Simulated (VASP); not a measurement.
## Cd: single point with RPBE

Cd:

```
CELL_PARAMETERS angstrom
2.97887 0.00000 0.00000
-1.48944 2.57978 0.00000
0.00000 0.00000 5.61765
ATOMIC_POSITIONS crystal
Cd 0.66667 0.33333 0.75000
Cd 0.33333 0.66667 0.25000
```

| Item | Value |
| --- | --- |
| Program | VASP 6.6.1 |
| Task | single point |
| Functional | RPBE |
| Potentials or basis | VASP PAW PBE potentials, release 64 (Cd) |
| Cutoff | 520 eV |
| k mesh | 10 × 10 × 5 |
| Occupations | methfessel-paxton, width 0.1 eV |
| Spin | non-collinear spin, zero start, spin-orbit coupling |
| Starting moments | [[0.0, 0.0, 0.0], [0.0, 0.0, 0.0]] μB |

```
Pressure                                              : 5.8 GPa
Net moment                                            : 0.00 μB per cell
Valence electrons inside the program's atomic spheres : Cd 10.32
```

Stress tensor (GPa, compression positive):
```
6.71 0.00 0.00
0.00 6.71 0.00
0.00 0.00 4.02
```

Moments on the atoms (μB; x, y, z):
```
Cd  0.00 0.00 0.00
Cd  0.00 0.00 0.00
```

Run time: 61 s on 1 thread of Intel(R) Xeon(R) 6975P-C (Granite Rapids), with other jobs on the host, peak memory 0.3 GiB.

Caveat: the PAW data sets were made with another functional, which shifts forces and pressure a little.
